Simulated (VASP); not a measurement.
# Cr (P6_3/mmc) in VASP: further runs, part 2 of 2

VASP 6.6.1. Earlier steps stand in the parts before.

### Step 3. Single point, PBE, collinear spin, ferromagnetic start

INCAR reads:

```
SYSTEM = Cr
ALGO = Normal
EDIFF = 1E-7
ENCUT = 520
GGA = PE
ISIF = 2
ISMEAR = -1
ISPIN = 2
LASPH = .True.
LCHARG = .False.
LMAXMIX = 4
LORBIT = 11
LREAL = .False.
LWAVE = .False.
MAGMOM = 2 2
NBANDS = 23
NELM = 150
PREC = Accurate
SIGMA = 0.1
```

KPOINTS reads:

```
k-points
0
Gamma
  20 20 11
  0 0 0
```

POSCAR reads:

```
Cr
1.0
    2.1327853317      0.0000000000      0.0000000000
   -1.0663926658      1.8470462781      0.0000000000
    0.0000000000      0.0000000000      3.3865090321
Cr
2
Direct
    0.3333333333      0.6666666667      0.2500000000
    0.6666666667      0.3333333333      0.7500000000
```

Potentials or basis: VASP PAW PBE potentials, release 64 (Cr_pv).

Launch:

```sh
cat potpaw_PBE.64/Cr_pv/POTCAR > POTCAR
mpirun -np 1 vasp_std > vasp.out
```

OUTCAR:

```text
SYSTEM = Cr
   EDIFF = 1E-7
   ENCUT = 520
   GGA = PE
   ISIF = 2
   ISMEAR = -1
   ISPIN = 2
   LASPH = .True.
   LORBIT = 11
   LREAL = .False.
   NELM = 150
   PREC = Accurate

 ion  position               nearest neighbor table
   1  0.333  0.667  0.250-   2 2.09   2 2.09   2 2.09   2 2.09   2 2.09   2 2.09   2 2.99   2 2.99
                             2 2.99   2 2.99   2 2.99   2 2.99
   2  0.667  0.333  0.750-   1 2.09   1 2.09   1 2.09   1 2.09   1 2.09   1 2.09   1 2.99   1 2.99
                             1 2.99   1 2.99   1 2.99   1 2.99

  LATTYP: Found a hexagonal cell.
 ALAT       =     2.1327853317
 C/A-ratio  =     1.5878339849

  Lattice vectors:

 A1 = (   2.1327853317,   0.0000000000,   0.0000000000)
 A2 = (  -1.0663926658,   1.8470462781,   0.0000000000)
 A3 = (   0.0000000000,   0.0000000000,   3.3865090321)

Analysis of symmetry for initial positions (statically):
=====================================================================
 Subroutine PRICEL returns:
 Original cell was already a primitive cell.

 Routine SETGRP: Setting up the symmetry group for a
 hexagonal supercell.

 Subroutine GETGRP returns: Found 24 space group operations
 (whereof 12 operations were pure point group operations)
 out of a pool of 24 trial point group operations.

The static configuration has the point symmetry D_3d.
 The point group associated with its full space group is D_6h.

Analysis of symmetry for dynamics (positions and initial velocities):
=====================================================================
 Subroutine PRICEL returns:
 Original cell was already a primitive cell.

 Routine SETGRP: Setting up the symmetry group for a
 hexagonal supercell.

 Subroutine GETGRP returns: Found 24 space group operations
 (whereof 12 operations were pure point group operations)
 out of a pool of 24 trial point group operations.

The dynamic configuration has the point symmetry D_3d.
 The point group associated with its full space group is D_6h.

Analysis of structural, dynamic, and magnetic symmetry:
=====================================================================
 Subroutine PRICEL returns:
 Original cell was already a primitive cell.

 Routine SETGRP: Setting up the symmetry group for a
 hexagonal supercell.

 Subroutine GETGRP returns: Found 24 space group operations
 (whereof 12 operations were pure point group operations)
 out of a pool of 24 trial point group operations.

The overall configuration has the point symmetry D_3d.
 The point group associated with its full space group is D_6h.

 Subroutine INISYM returns: Found 24 space group operations
 (whereof 12 operations are pure point group operations),
 and found     1 'primitive' translations

----------------------------------------------------------------------------------------

                                     Primitive cell

  volume of cell :      13.3407

  direct lattice vectors                    reciprocal lattice vectors
     2.132785332  0.000000000  0.000000000     0.468870441  0.270702476  0.000000000
    -1.066392666  1.847046278  0.000000000     0.000000000  0.541404951  0.000000000
     0.000000000  0.000000000  3.386509032     0.000000000  0.000000000  0.295289335

  length of vectors
     2.132785332  2.132785332  3.386509032     0.541404951  0.541404951  0.295289335

  position of ions in fractional coordinates (direct lattice)
     0.333333333  0.666666667  0.250000000
     0.666666667  0.333333333  0.750000000

[... 73 lines left out ...]
   LASPH  =      T    aspherical Exc in radial PAW
   ENCUT  =  520.0 eV  38.22 Ry    6.18 a.u.   3.97  3.97  6.30*2*pi/ulx,y,z
   NELM   =    150;   NELMIN=  2; NELMDL= -5     # of ELM steps
   EDIFF  = 0.1E-06   stopping-criterion for ELM
   LREAL  =      F    real-space projection
   EDIFFG = 0.1E-05   stopping-criterion for IOM
   NSW    =      0    number of steps for IOM
   IBRION =     -1    ionic relax: 0-MD 1-quasi-New 2-CG
   NFREE  =      0    steps in history (QN), initial steepest desc. (CG)
   ISIF   =      2    stress and relaxation
   ISYM   =      2    0-nonsym 1-usesym 2-fastsym
   POTIM  = 0.5000    time-step for ionic-motion
   TEBEG  =    0.0;   TEEND  =   0.0 temperature during run
   PSTRESS=    0.0 pullay stress
   NELECT =      24.0000    total number of electrons
   NUPDOWN=      -1.0000    fix difference up-down
   EMIN   =  10.00;   EMAX   =-10.00  energy-range for DOS
   EFERMI =   0.00;   METHOD = LEGACY
   ISMEAR =    -1;   SIGMA  =   0.10  broadening in eV -4-tet -1-fermi 0-gaus
   EFERMI_NEDOS =   21; number of points for ismear=-14 and -15
   IALGO  =     38    algorithm
   IMIX   =      4    mixing-type and parameters
     AMIX     =   0.40;   BMIX     =  1.00
     AMIX_MAG =   1.60;   BMIX_MAG =  1.00
  volume/ion in A,a.u.               =       6.67        45.01
  Fermi-wavevector in a.u.,A,eV,Ry     =   1.991068  3.762574 53.938305  3.964354
  Thomas-Fermi vector in A             =   3.008825
   LORBIT       =     11    0 simple, 1 ext, 2 COOP (PROOUT), +10 PAW based schemes
   GGA     = PE    functional components
   LHFCALC =     F    Hartree Fock is set to
   AEXX    =    0.0000 exact exchange contribution
   IVDW    =     0    specifies the selected vdW correction
   LEPSILON=     F    determine dielectric tensor
   LRPA    =     F    only Hartree local field effects (RPA)
 spin polarized calculation
  energy-cutoff  :      520.00
  volume of cell :       13.34
 maximum number of plane-waves:       373
 NGX is ok and might be reduce to    16
   NGX =  7   NGY =  7   NGZ = 13

 number of electron      23.9999992 magnetization       0.0001011

 number of electron      23.9999992 magnetization      -0.0000025

 Free energy of the ion-electron system (eV)
  ---------------------------------------------------
  ext. energy  EPLUGINS =         0.00000000
  ---------------------------------------------------
  free energy    TOTEN  =        -9.55591474 eV

  energy without entropy =       -9.49540177  energy(sigma->0) =       -9.52565825

 E-fermi :  20.6737     XC(G=0): -17.1426

 val. band max:       20.6730430074   @ k =   0.2000   0.0500   0.2727
 cond. band min:      20.6851481647   @ k =   0.2500   0.1500   0.1818
 fundamental gap:      0.0121051572
 Fermi energy:        20.6736706590

 spin component 1

 k-point     1 :       0.0000    0.0000    0.0000
  band No.  band energies     occupation
      1     -24.9369      1.00000
      2     -20.9455      1.00000
      3     -20.9455      1.00000
      4     -20.3431      1.00000
      5     -20.3431      1.00000
      6     -20.1607      1.00000
[... 613 lines left out ...]
     22      42.4253      0.00000
     23      44.8434      0.00000

 [... further k-points ...]

 spin component 2

 k-point     1 :       0.0000    0.0000    0.0000
  band No.  band energies     occupation
      1     -24.9369      1.00000
      2     -20.9455      1.00000
      3     -20.9455      1.00000
      4     -20.3431      1.00000
      5     -20.3431      1.00000
      6     -20.1607      1.00000
[... 613 lines left out ...]
     22      42.4253      0.00000
     23      44.8434      0.00000

 [... further k-points ...]

------------------------ aborting loop because EDIFF is reached ----------------------------------------

  FORCE on cell =-STRESS in cart. coord.  units (eV):
  Direction    XX          YY          ZZ          XY          YZ          ZX
  --------------------------------------------------------------------------------------
  -------------------------------------------------------------------------------------
  Total       35.3631583     35.3631583     35.5113113      0.0000000      0.0000000      0.0000000
  in kB     4247.0215727   4247.0215728   4264.8143528      0.0000001      0.0000000      0.0000000
  external PRESSURE =    4252.9524994 kB  Pullay stress =       0.0000000 kB

 VOLUME and BASIS-vectors are now :
 -----------------------------------------------------------------------------
  energy-cutoff  :      520.00
  volume of cell :       13.34
      direct lattice vectors                 reciprocal lattice vectors
     2.132785332  0.000000000  0.000000000     0.468870441  0.270702476  0.000000000
    -1.066392666  1.847046278  0.000000000     0.000000000  0.541404951  0.000000000
     0.000000000  0.000000000  3.386509032     0.000000000  0.000000000  0.295289335

 POSITION                                       TOTAL-FORCE (eV/Angst)
 -----------------------------------------------------------------------------------
     -0.00000      1.23136      0.84663         0.000000     -0.000000      0.000000
      1.06639      0.61568      2.53988        -0.000000      0.000000      0.000000
 -----------------------------------------------------------------------------------
    total drift:                               -0.000000      0.000000     -0.000000

  FREE ENERGIE OF THE ION-ELECTRON SYSTEM (eV)
  ---------------------------------------------------
  free  energy   TOTEN  =        -9.5559147388 eV

  energy  without entropy=       -9.4954017679  energy(sigma->0) =       -9.52565825

 total charge

# of ion       s       p       d       tot
------------------------------------------
    1        0.679   6.743   5.506  12.927
    2        0.679   6.743   5.506  12.927
--------------------------------------------------
tot          1.357  13.485  11.012  25.854

 magnetization (x)

# of ion       s       p       d       tot
------------------------------------------
    1       -0.000  -0.000  -0.000  -0.000
    2       -0.000  -0.000  -0.000  -0.000
--------------------------------------------------
tot         -0.000  -0.000  -0.000  -0.000
```

Run time: 2.6 min. Hardware: 1 thread of Intel Xeon 8259CL, shared host; peak memory 0.22 GiB.

Results:

| Quantity | Value |
| --- | --- |
| Free energy | -9.5559 eV |
| Pressure | 425.3 GPa |
| Band gap on the k mesh | zero (filled and empty bands overlap) |
| Net moment | 0.00 μB per cell |

Caveat: the cell stands under pressure; an empty level that is flat over the whole mesh can mark a ghost state of the potentials, or a narrow d or f band.
